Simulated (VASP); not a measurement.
Here is a VASP 6.6.1 calculation.

INCAR

```
PREC = Accurate
ENCUT = 520
EDIFF = 1E-6
ISMEAR = 0
SIGMA = 0.01
LREAL = False
LASPH = True
NELM = 60
ALGO = Normal
ISIF = 2
LWAVE = False
LCHARG = True
LELF = True
LVHAR = True
NBANDS = 16
```

Contents of KPOINTS:

```
regular mesh
0
Gamma
  8 8 8
```

Contents of POSCAR:

```
GaP
1.0
    2.7091654954      2.7091654954      0.0000000000
   -2.7091654954      2.7091654954      0.0000000000
    0.0000000000      2.7091654954      2.6875999989
Ga P
1 1
Direct
    0.0000000000      0.0000000000      0.0000000000
    0.7500000000      0.2500000000      0.5000000000
```

Potentials or basis: VASP PAW LDA potentials, release 64 (Ga_d, P).

Run with:

```bash
$ cat potpaw_LDA.64/Ga_d/POTCAR potpaw_LDA.64/P/POTCAR > POTCAR
$ mpirun -np 1 vasp_std > vasp.out
```

(1) What does it give for the band gap on the k mesh?

(2) Predict the pressure.

Results:

(1) 1.37 eV, indirect (least direct gap 1.82 eV).

(2) -0.5 GPa.

Caveat: the cell differs from its parent crystal (in-plane strain +0.005).
